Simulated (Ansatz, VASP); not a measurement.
**Two plane-wave programs on WSe2**

File INCAR:

```
SYSTEM = WSe2
  PREC = Accurate
  ENCUT = 520
  EDIFF = 1E-7
  ISMEAR = 0
  SIGMA = 0.05
  LREAL = .False.
  LASPH = .True.
  NELM = 100
  ALGO = Normal
  ISIF = 2
  LWAVE = .False.
  LCHARG = .True.
  GGA = CA
  LELF = .True.
  LVHAR = .True.
  NBANDS = 35
```

Contents of KPOINTS:

```
regular mesh
0
Gamma
  12 12 2
  0 0 0
```

POSCAR

```
WSe2
1.0
    3.2496766420      0.0000000000      0.0000000000
   -1.6248383210      2.8143025261      0.0000000000
    0.0000000000      0.0000000000     12.8234680918
W Se
2 4
Direct
    0.3333333333      0.6666666667      0.2500000000
    0.6666666667      0.3333333333      0.7500000000
    0.3333333333      0.6666666667      0.6200118333
    0.6666666667      0.3333333333      0.1200118333
    0.3333333333      0.6666666667      0.8799881667
    0.6666666667      0.3333333333      0.3799881667
```

Input for Ansatz:

```yaml
crystal:
  lattice:
    - [3.249676642, 0.0, 0.0]
    - [-1.624838321, 2.8143025261, 0.0]
    - [0.0, 0.0, 12.8234680918]
  atoms:
    - { symbol: W, position: [0.3333333333, 0.6666666667, 0.25] }
    - { symbol: W, position: [0.6666666667, 0.3333333333, 0.75] }
    - { symbol: Se, position: [0.3333333333, 0.6666666667, 0.6200118333] }
    - { symbol: Se, position: [0.6666666667, 0.3333333333, 0.1200118333] }
    - { symbol: Se, position: [0.3333333333, 0.6666666667, 0.8799881667] }
    - { symbol: Se, position: [0.6666666667, 0.3333333333, 0.3799881667] }
basis:
  ecutwfc: 420
kpoints:
  mp_grid: { grid: [12, 12, 2] }
hamiltonian:
  xc: lda
scf:
  occupations: { method: gaussian, width: 0.05 }
output:
  forces: true
  stress: true
  eigenvalues: true
```

Alike in both runs: task single point; functional LDA; k mesh 12 × 12 × 2; occupations gaussian, width 0.05 eV; no spin polarisation.

```csv
,VASP,Ansatz
version,VASP 6.6.1,Ansatz 0.2.0
potentials or method,"VASP PAW LDA potentials, release 64 (W_sv, Se), cutoff 520 eV","scalar-relativistic, plane waves, PAW"
valence electrons in the cell,52,92
```

|  | VASP | Ansatz | Ansatz less VASP |
| --- | --- | --- | --- |
| gap on the k mesh at the Fermi level (eV) | 0.88 | 0.89 | +0.011 |
| least direct gap on the mesh (eV) | 1.62 | 1.62 | -0.004 |
| pressure (GPa) | 0.8 | 0.0 | -0.78 |
| traceless stress, the component that is largest in VASP (GPa) | 0.13 | -0.02 | -0.148 |
| rms of the force components (eV/Å) | 0.048 | 0.000 | -0.0475 |

LDA's correlation is that of Perdew and Zunger in VASP and of Perdew and Wang (1992) in Ansatz. Atom by atom the forces differ by 0.048 eV/Å (rms over components). VASP's potentials hold 52 valence electrons a cell and Ansatz's 92, so a difference there can come from the potentials and not from the codes.

Neither program's run includes spin-orbit coupling.
